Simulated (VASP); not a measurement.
# Mg (I4/mmm) in VASP: notebook

The runs below take Mg through single point, with PBE.

Program: VASP 6.6.1. These are calculated values, not measurements. Logs are shortened: lines on timing, memory, paths and dates and some standing lists are left out, and cuts for length are marked.

## (1) The cell of the first run

Symmetry: I4/mmm, No. 139, tetragonal system. Conventional cell: a = 3.660 Å, b = 3.660 Å, c = 3.613 Å, α = 90.00°, β = 90.00°, γ = 90.00°. Mg (site symmetry 4/mmm) has 14 Mg at 3.16 to 3.66 Å within 4.2 Å.

## (2) Single point, PBE (24.20 Å³/atom)

Input file INCAR:

```
PREC = Accurate
ENCUT = 520
EDIFF = 1E-6
ISMEAR = 0
SIGMA = 0.15
LREAL = F
LASPH = T
NELM = 100
ALGO = Fast
ISIF = 2
LWAVE = F
LCHARG = T
GGA = PE
LELF = T
LVHAR = T
NBANDS = 7
```

Input file KPOINTS:

```
Automatic mesh
0
Gamma
  20 20 20
```

Input file POSCAR:

```
Mg
1.0
   -1.8302315551      1.8302315551      1.8062555217
    1.8302315551     -1.8302315551      1.8062555217
    1.8302315551      1.8302315551     -1.8062555217
Mg
1
Direct
    0.0000000000      0.0000000000      0.0000000000
```

Potentials or basis: VASP PAW PBE potentials, release 64 (Mg).

On the command line:

```console
cat potpaw_PBE.64/Mg/POTCAR > POTCAR
mpirun -np 1 vasp_std > vasp.out
```

OUTCAR:

```text
PREC = Accurate
   ENCUT = 520
   EDIFF = 1E-6
   ISMEAR = 0
   LREAL = F
   LASPH = T
   NELM = 100
   ISIF = 2
   GGA = PE

 ion  position               nearest neighbor table
   1  0.000  0.000  0.000-

  LATTYP: Found a body centered tetragonal cell.
 ALAT       =     3.6604631102
 C/A-ratio  =     0.9869000000

  Lattice vectors:

 A1 = (  -1.8302315551,   1.8302315551,   1.8062555217)
 A2 = (   1.8302315551,  -1.8302315551,   1.8062555217)
 A3 = (   1.8302315551,   1.8302315551,  -1.8062555217)

Analysis of symmetry for initial positions (statically):
=====================================================================
 Subroutine PRICEL returns:
 Original cell was already a primitive cell.

 Routine SETGRP: Setting up the symmetry group for a
 body centered tetragonal supercell.

 Subroutine GETGRP returns: Found 16 space group operations
 (whereof 16 operations were pure point group operations)
 out of a pool of 16 trial point group operations.

The static configuration has the point symmetry D_4h.

Analysis of symmetry for dynamics (positions and initial velocities):
=====================================================================
 Subroutine PRICEL returns:
 Original cell was already a primitive cell.

 Routine SETGRP: Setting up the symmetry group for a
 body centered tetragonal supercell.

 Subroutine GETGRP returns: Found 16 space group operations
 (whereof 16 operations were pure point group operations)
 out of a pool of 16 trial point group operations.

The dynamic configuration has the point symmetry D_4h.

 Subroutine INISYM returns: Found 16 space group operations
 (whereof 16 operations are pure point group operations),
 and found     1 'primitive' translations

----------------------------------------------------------------------------------------

                                     Primitive cell

  volume of cell :      24.2020

  direct lattice vectors                    reciprocal lattice vectors
    -1.830231555  1.830231555  1.806255522     0.000000000  0.273189476  0.276815763
     1.830231555 -1.830231555  1.806255522     0.273189476  0.000000000  0.276815763
     1.830231555  1.830231555 -1.806255522     0.273189476  0.273189476  0.000000000

  length of vectors
     3.156272184  3.156272184  3.156272184     0.388920887  0.388920887  0.386348262

  position of ions in fractional coordinates (direct lattice)
[... 72 lines left out ...]
   LNONCOLLINEAR =      F non collinear calculations
   LSORBIT =      F    spin-orbit coupling
   LASPH  =      T    aspherical Exc in radial PAW
   ENCUT  =  520.0 eV  38.22 Ry    6.18 a.u.   5.87  5.87  5.87*2*pi/ulx,y,z
   NELM   =    100;   NELMIN=  2; NELMDL= -5     # of ELM steps
   EDIFF  = 0.1E-05   stopping-criterion for ELM
   LREAL  =      F    real-space projection
   EDIFFG = 0.1E-04   stopping-criterion for IOM
   NSW    =      0    number of steps for IOM
   IBRION =     -1    ionic relax: 0-MD 1-quasi-New 2-CG
   NFREE  =      0    steps in history (QN), initial steepest desc. (CG)
   ISIF   =      2    stress and relaxation
   ISYM   =      2    0-nonsym 1-usesym 2-fastsym
   POTIM  = 0.5000    time-step for ionic-motion
   TEBEG  =    0.0;   TEEND  =   0.0 temperature during run
   PSTRESS=    0.0 pullay stress
   NELECT =       2.0000    total number of electrons
   NUPDOWN=      -1.0000    fix difference up-down
   EMIN   =  10.00;   EMAX   =-10.00  energy-range for DOS
   EFERMI =   0.00;   METHOD = LEGACY
   ISMEAR =     0;   SIGMA  =   0.15  broadening in eV -4-tet -1-fermi 0-gaus
   EFERMI_NEDOS =   21; number of points for ismear=-14 and -15
   IALGO  =     68    algorithm
   IMIX   =      4    mixing-type and parameters
     AMIX     =   0.40;   BMIX     =  1.00
     AMIX_MAG =   1.60;   BMIX_MAG =  1.00
  volume/ion in A,a.u.               =      24.20       163.32
  Fermi-wavevector in a.u.,A,eV,Ry     =   0.713074  1.347514  6.918210  0.508474
  Thomas-Fermi vector in A             =   1.800616
   LORBIT       =      0    0 simple, 1 ext, 2 COOP (PROOUT), +10 PAW based schemes
   GGA     = PE    functional components
   LHFCALC =     F    Hartree Fock is set to
   AEXX    =    0.0000 exact exchange contribution
   IVDW    =     0    specifies the selected vdW correction
   LEPSILON=     F    determine dielectric tensor
   LRPA    =     F    only Hartree local field effects (RPA)
 non-spin polarized calculation
 RMM-DIIS sequential band-by-band and
 Gauss-broadening in eV      SIGMA  =   0.15
  energy-cutoff  :      520.00
  volume of cell :       24.20
 maximum number of plane-waves:       682
   NGX = 11   NGY = 11   NGZ = 11

 number of electron       2.0000000 magnetization

 Free energy of the ion-electron system (eV)
  ---------------------------------------------------
  ext. energy  EPLUGINS =         0.00000000
  ---------------------------------------------------
  free energy    TOTEN  =        -1.47267153 eV

  energy without entropy =       -1.46785086  energy(sigma->0) =       -1.47026120

 E-fermi :   2.4017     XC(G=0):  -8.3329

 val. band max:        2.3975478018   @ k =  -0.3000  -0.4500   0.2000
 cond. band min:       2.4036629608   @ k =  -0.2500  -0.4000   0.0500
 fundamental gap:      0.0061151590
 Fermi energy:         2.4017425250

 k-point     1 :       0.0000    0.0000    0.0000
  band No.  band energies     occupation
      1      -4.3401      2.00000
      2      14.8773      0.00000
      3      15.1307      0.00000
      4      15.1307      0.00000
      5      16.7389      0.00000
      6      16.7389      0.00000
      7      16.8645      0.00000
[... 221 lines left out ...]
 k-point    24 :      -0.3500    0.0500    0.0000
  band No.  band energies     occupation
      1      -1.9195      2.00000
      2       5.6991      0.00000
      3      10.5453      0.00000
      4      11.7773      0.00000
      5      13.1313      0.00000
      6      14.6108      0.00000
      7      18.6902      0.00000

 [... further k-points ...]
[... 5 lines left out ...]
  --------------------------------------------------------------------------------------
  -------------------------------------------------------------------------------------
  Total       -0.2761693     -0.2761693     -0.2793930      0.0000000     -0.0000000      0.0000000
  in kB      -18.2824662    -18.2824662    -18.4958736      0.0000000     -0.0000000      0.0000000
  external PRESSURE =     -18.3536020 kB  Pullay stress =       0.0000000 kB

 VOLUME and BASIS-vectors are now :
 -----------------------------------------------------------------------------
  energy-cutoff  :      520.00
  volume of cell :       24.20
      direct lattice vectors                 reciprocal lattice vectors
    -1.830231555  1.830231555  1.806255522     0.000000000  0.273189476  0.276815763
     1.830231555 -1.830231555  1.806255522     0.273189476  0.000000000  0.276815763
     1.830231555  1.830231555 -1.806255522     0.273189476  0.273189476  0.000000000

 POSITION                                       TOTAL-FORCE (eV/Angst)
 -----------------------------------------------------------------------------------
      0.00000      0.00000      0.00000        -0.000000     -0.000000     -0.000000
 -----------------------------------------------------------------------------------
    total drift:                                0.000000      0.000000      0.000000

  FREE ENERGIE OF THE ION-ELECTRON SYSTEM (eV)
  ---------------------------------------------------
  free  energy   TOTEN  =        -1.4726715306 eV

  energy  without entropy=       -1.4678508612  energy(sigma->0) =       -1.47026120
```

OSZICAR:

```text
N       E                     dE             d eps       ncg     rms          rms(c)
DAV:   1    -0.837835389064E+00   -0.83784E+00   -0.74014E+02  9681   0.189E+02
DAV:   2    -0.147831075206E+01   -0.64048E+00   -0.61147E+00 11599   0.107E+01
DAV:   3    -0.148090199356E+01   -0.25912E-02   -0.25901E-02 11347   0.773E-01
DAV:   4    -0.148090658137E+01   -0.45878E-05   -0.45880E-05 12803   0.247E-02
DAV:   5    -0.148090659240E+01   -0.11031E-07   -0.10989E-07 11571   0.841E-04    0.684E-01
RMM:   6    -0.147712511877E+01    0.37815E-02   -0.34182E-04  8978   0.138E-01    0.438E-01
RMM:   7    -0.147265788542E+01    0.44672E-02   -0.14729E-03  9227   0.264E-01    0.252E-02
RMM:   8    -0.147267189080E+01   -0.14005E-04   -0.52718E-05  9454   0.480E-02    0.623E-03
RMM:   9    -0.147267153064E+01    0.36016E-06   -0.42202E-06  9923   0.119E-02
   1 F= -.14726715E+01 E0= -.14702612E+01  d E =-.482067E-02
```

Run time: 17 s. Hardware: 1 thread of Intel Xeon 6975P-C (Granite Rapids), shared host; peak memory 0.23 GiB.

Results:

```yaml
Free_energy: -1.4727 eV
Pressure: -1.8 GPa
Band_gap_on_the_k_mesh: zero (bands 1 and 2 overlap by 4.59 eV)
```

Levels at points of the mesh, in eV from the Fermi level:
```
           k point  band 1  band 2  band 3  band 4
(0.00, 0.00, 0.00)   -6.74   12.48   12.73   12.73
(0.50, 0.00, 0.00)   -1.41   -0.91    8.34    8.84
(0.50, 0.50, 0.00)   -1.47   -1.01    8.57    9.04
(0.50, 0.50, 0.50)    3.58    3.58    3.88    3.91
```

## (3) Single point, PBE (24.20 Å³/atom)

Input file INCAR:

```
  PREC = Accurate
  ENCUT = 520
  EDIFF = 1E-7
  ISMEAR = 0
  SIGMA = 0.15
  LREAL = False
  LASPH = True
  NELM = 60
  ALGO = Fast
  ISIF = 2
  LWAVE = False
  LCHARG = False
  GGA = PE
  NBANDS = 7
```

Input file KPOINTS:

```
regular mesh
0
Gamma
  20 20 20
```

Input file POSCAR:

```
Mg
1.0
   -1.7936063685      1.7936063685      1.8807756381
    1.7936063685     -1.7936063685      1.8807756381
    1.7936063685      1.7936063685     -1.8807756381
Mg
1
Direct
    0.0000000000      0.0000000000      0.0000000000
```

Potentials or basis: VASP PAW PBE potentials, release 64 (Mg).

On the command line:

```console
cat potpaw_PBE.64/Mg/POTCAR > POTCAR
mpirun -np 1 vasp_std > vasp.out
```

It took 18 s on 1 thread of Intel Xeon 6975P-C (Granite Rapids), shared host; peak memory 0.23 GiB.

It converged, with:

* Free energy: -1.4727 eV
* Pressure: -1.8 GPa
* Band gap on the k mesh: zero (bands 1 and 2 overlap by 4.10 eV)

Stress tensor (GPa, compression positive):
```
-1.83  0.00  0.00
 0.00 -1.83  0.00
 0.00  0.00 -1.75
```

Levels at points of the mesh, in eV from the Fermi level:
```csv
k point,band 1,band 2,band 3,band 4,band 5,band 6
"(0.00, 0.00, 0.00)",-6.74,12.38,12.38,13.27,14.12,14.13
"(0.50, 0.00, 0.00)",-1.48,-1.04,8.70,9.18,10.14,11.17
"(0.50, 0.50, 0.00)",-1.29,-0.72,7.92,8.44,9.28,10.77
"(0.50, 0.50, 0.50)",3.01,3.67,4.05,4.05,4.20,7.03
```

(Continued in part 2 of 2.)
